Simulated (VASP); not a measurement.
Here is a VASP 6.6.1 calculation.

The input INCAR:

```
SYSTEM = Rh
  PREC = Accurate
  ENCUT = 520
  EDIFF = 1E-7
  ISMEAR = -1
  SIGMA = 0.05
  LREAL = .FALSE.
  LASPH = .TRUE.
  NELM = 150
  ALGO = Normal
  ISIF = 2
  LWAVE = .FALSE.
  LCHARG = .TRUE.
  ISPIN = 2
  MAGMOM = 0.8 0.8
  LORBIT = 11
  NUPDOWN = 1.6
  LMAXMIX = 4
  LELF = .TRUE.
  LVHAR = .TRUE.
  NBANDS = 26
```

Contents of KPOINTS:

```
Automatic mesh
0
G
  16 16 9
  0 0 0
```

File POSCAR:

```
Rh
1.0
    2.7309790422      0.0000000000      0.0000000000
   -1.3654895211      2.3650972278      0.0000000000
    0.0000000000      0.0000000000      4.4284890000
Rh
2
Direct
    0.6666666667      0.3333333333      0.7500000000
    0.3333333333      0.6666666667      0.2500000000
```

Potentials or basis: VASP PAW LDA potentials, release 64 (Rh_pv).

The run is started by

```console
$ cat potpaw_LDA.64/Rh_pv/POTCAR > POTCAR
$ mpirun -np 1 vasp_std > vasp.out
```

Q: Estimate the pressure.

A: -15.1 GPa.

Stress tensor (GPa, compression positive):
```
-14.48   0.00   0.00
  0.00 -14.48   0.00
  0.00   0.00 -16.38
```

Caveat: the total moment is fixed, so each spin has its own Fermi level.
